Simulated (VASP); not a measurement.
Wanted: the native input for a VASP 6.6.1 run.

* Task: relaxation of cell and atoms
* Functional: PBE
* Potentials or basis: VASP PAW PBE potentials, release 64 (B, Au)
* Cutoff: 600 eV
* k mesh: 6 × 6 × 6
* Occupations: gaussian, width 0.1 eV
* Spin: no spin polarisation
* Dipole correction: no
* Further INCAR settings: ALGO = Normal; EDIFF = 1e-06; IBRION = 2; EDIFFG = -0.04; NSW = 90; ISIF = 3

The structure of BAu lies in POSCAR:

```
BAu
1.0
    0.0000000000      2.4087471100      2.4087471100
    2.4087471100      0.0000000000      2.4087471100
    2.4087471100      2.4087471100      0.0000000000
B Au
1 1
Direct
    0.0000000000      0.0000000000      0.0000000000
    0.5000000000      0.5000000000      0.5000000000
```

The input as run:

INCAR

```
SYSTEM = BAu
PREC     = Accurate       ! precision mode
ENCUT    = 600            ! plane-wave cutoff, eV
EDIFF    = 1E-6           ! SCF threshold, eV
ISMEAR   = 0              ! smearing method
SIGMA    = 0.1            ! smearing width, eV
LREAL    = .False.        ! projectors in reciprocal space
LASPH    = .True.         ! aspherical terms in the spheres
NELM     = 100            ! most SCF steps
ALGO     = Normal         ! electronic algorithm
ISIF     = 3              ! what is computed and relaxed
LWAVE    = .False.        ! write WAVECAR
LCHARG   = .False.        ! write CHGCAR
GGA      = PE             ! functional
IBRION   = 2              ! ionic algorithm
NSW      = 90             ! ionic steps
EDIFFG   = -0.04          ! ionic threshold
```

KPOINTS

```
regular mesh
0
Gamma
  6 6 6
  0 0 0
```

Potentials or basis: VASP PAW PBE potentials, release 64 (B, Au).

The run is started by

```bash
$ cat potpaw_PBE.64/B/POTCAR potpaw_PBE.64/Au/POTCAR > POTCAR
$ mpirun -np 1 vasp_std > vasp.out
```

Results of the run:

```json
{
  "Relaxed volume": "13.05 Å³/atom",
  "Relaxed cell": "a = 3.329 Å, b = 3.329 Å, c = 3.329 Å, α = 60.00°, β = 60.00°, γ = 60.00°",
  "Space group after relaxing (to 0.05 Å)": "Fm-3m (No. 225)",
  "Energy gained by relaxing": "27.2 meV/atom",
  "Ionic steps": "3",
  "Pressure after relaxing": "-0.1 GPa",
  "Band gap on the k mesh": "zero (band 7 reaches 10.32 eV, above the bottom of band 8 at 7.55 eV)"
}
```

Caveat: the k points lie up to 0.39 Å⁻¹ apart in the final cell; spin-orbit coupling is left out, which moves the levels of the heavy elements.

Run time: 18 s on 1 thread of AMD EPYC 7R13 Processor (Zen 3) (shared host), peak memory 0.13 GiB.
